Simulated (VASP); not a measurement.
## Cs2B: relaxation of cell and atoms with PBE

Crystal: Cs2B.

```
Cs B
1.0
     0.00000    4.61419    4.61419
     4.61419    0.00000    4.61419
     4.61419    4.61419    0.00000
Cs B
4 2
Direct
  0.62500 0.62500 0.62500
  0.12500 0.62500 0.62500
  0.62500 0.62500 0.12500
  0.62500 0.12500 0.62500
  0.00000 0.00000 0.00000
  0.25000 0.25000 0.25000
```

| Quantity | Value |
| --- | --- |
| Program | VASP 6.6.1 |
| Task | relaxation of cell and atoms |
| Functional | PBE |
| Potentials or basis | VASP PAW PBE potentials, release 64 (Cs_sv, B) |
| Cutoff | 600 eV |
| k mesh | 4 × 4 × 4 |
| Occupations | gaussian, width 0.1 eV |
| Spin | no spin polarisation |
| Dipole correction | no |
| Further INCAR settings | ALGO = Fast; EDIFF = 1e-07; IBRION = 2; EDIFFG = -0.04; NSW = 90; ISIF = 3 |

```
Relaxed volume                        : 50.80 Å³/atom
Relaxed cell                          : a = 7.554 Å, b = 7.554 Å, c = 7.554 Å, α = 60.00°, β = 60.00°, γ = 60.00°
Space group after relaxing (to 0.1 Å) : Fd-3m (No. 227)
Energy gained by relaxing             : 161.1 meV/atom
Ionic steps                           : 4
Pressure after relaxing               : 0.0 GPa
Band gap on the k mesh                : zero (bands 21 and 22 overlap by 0.72 eV)
```

The path:
| step | energy change (eV) | largest force (eV/Å) | pressure (GPa) | volume (Å³) |
| --- | --- | --- | --- | --- |
| 1 | 0.0000 | 0.0000 | 5.43 | 196.48 |
| 2 | -0.6980 | 0.0000 | 1.83 | 229.75 |
| 3 | -0.8740 | 0.0000 | 0.73 | 253.21 |
| 4 | -0.9664 | 0.0000 | -0.01 | 304.82 |

Final structure:
```cif
data_structure
_symmetry_space_group_name_H-M 'P 1'
_symmetry_Int_Tables_number 1
_cell_length_a 7.5542
_cell_length_b 7.5542
_cell_length_c 7.5542
_cell_angle_alpha 60.000
_cell_angle_beta 60.000
_cell_angle_gamma 60.000
_cell_volume 304.82
loop_
_atom_site_label
_atom_site_type_symbol
_atom_site_fract_x
_atom_site_fract_y
_atom_site_fract_z
_atom_site_occupancy
Cs1 Cs 0.62500 0.62500 0.62500 1
Cs2 Cs 0.12500 0.62500 0.62500 1
Cs3 Cs 0.62500 0.62500 0.12500 1
Cs4 Cs 0.62500 0.12500 0.62500 1
B1 B 0.00000 0.00000 0.00000 1
B2 B 0.25000 0.25000 0.25000 1
```

Levels at points of the mesh, in eV from the Fermi level:
| k point | band 20 | band 21 | band 22 | band 23 | band 24 | band 25 |
| --- | --- | --- | --- | --- | --- | --- |
| (0.00, 0.00, 0.00) | -0.49 | -0.49 | -0.49 | 0.76 | 0.76 | 0.76 |
| (0.50, 0.00, 0.00) | -0.08 | -0.08 | -0.03 | 0.48 | 0.48 | 0.81 |
| (0.50, 0.50, 0.00) | -0.19 | -0.01 | -0.01 | 0.51 | 0.51 | 0.92 |

Wall time 10 min on 1 thread of Oxide Virtual Turin-like Processor, with other jobs on the host, peak memory 0.38 GiB.

Caveat: the volume moved by over 15 % at a fixed basis, so the end points are rough; spin-orbit coupling is left out, which moves the levels of the heavy elements.
